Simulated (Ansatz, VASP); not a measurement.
# Two plane-wave programs on Ge4IrW

```
CELL_PARAMETERS angstrom
4.69256 0.00000 0.00000
-2.34628 4.06387 0.00000
0.00000 0.00000 5.24731
ATOMIC_POSITIONS crystal
Ge 0.33333 0.66667 0.74943
Ge 0.33333 0.66667 0.25057
Ge 0.66667 0.33333 0.74943
Ge 0.66667 0.33333 0.25057
Ir 0.00000 0.00000 0.50000
W 0.00000 0.00000 0.00000
```

Change from the starting cell: species swapped into the HfTaB4 type (P6/mmm, No. 191).

Alike in both runs: functional PBE; k mesh 12 × 12 × 8; occupations gaussian, width 0.1 eV; no spin polarisation.

Ansatz relaxed the structure, and its values are those at the end. VASP's run is a single point on that final structure, the one shown.

```csv
,VASP,Ansatz
version,VASP 6.6.1,Ansatz 0.2.0
potentials or method,"VASP PAW PBE potentials, release 64 (Ge_d, Ir, W_sv), cutoff 520 eV","scalar-relativistic, plane waves, PAW"
valence electrons in the cell,79,87
```

```csv
,VASP,Ansatz,Ansatz less VASP
gap on the k mesh at the Fermi level (eV),none,none,-
pressure (GPa),0.2,0.0,-0.16
rms of the force components (eV/Å),0.004,0.001,-0.0027
```

A gap of «none» marks a metal or a gap that the smearing closes. The functional is the same, so the differences come from potentials, cutoffs and numerics. VASP's potentials hold 79 valence electrons a cell and Ansatz's 87, so a difference there can come from the potentials and not from the codes.

Spin-orbit coupling is off throughout.
